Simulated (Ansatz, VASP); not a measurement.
One calculation of Si7Sn, two programs

```xyz
8
Lattice="-3.2528 3.2528 3.2528 3.2528 -3.2528 3.2528 3.2528 3.2528 -3.2528" Properties=species:S:1:pos:R:3 pbc="T T T"
Si    3.2528    0.0000    0.0000
Si    0.0000    0.0000    3.2528
Si    0.0000    3.2528    0.0000
Si    1.6264    1.6264   -1.6264
Si    1.6264   -1.6264    1.6264
Si   -1.6264    1.6264    1.6264
Si    1.6264    1.6264    1.6264
Sn    0.0000    0.0000    0.0000
```

Change from the starting cell: species swapped into the Fe7Co type (Im-3m, No. 229).

Alike in both runs: task single point; functional PBE; k mesh 4 × 4 × 4; occupations gaussian, width 0.1 eV; no spin polarisation.

|  | VASP | Ansatz |
| --- | --- | --- |
| version | VASP 6.6.1 | Ansatz 0.2.0 |
| potentials or method | VASP PAW PBE potentials, release 64 (Si, Sn_d), cutoff 520 eV | scalar-relativistic, plane waves, PAW |
| valence electrons in the cell | 42 | 42 |

```csv
,VASP,Ansatz,Ansatz less VASP
gap on the k mesh at the Fermi level (eV),none,none,-
pressure (GPa),-3.3,-3.3,+0.03
```

A gap of «none» marks a metal or a gap that the smearing closes. With one functional, cell and mesh, what is left measures potentials, basis and numerics.
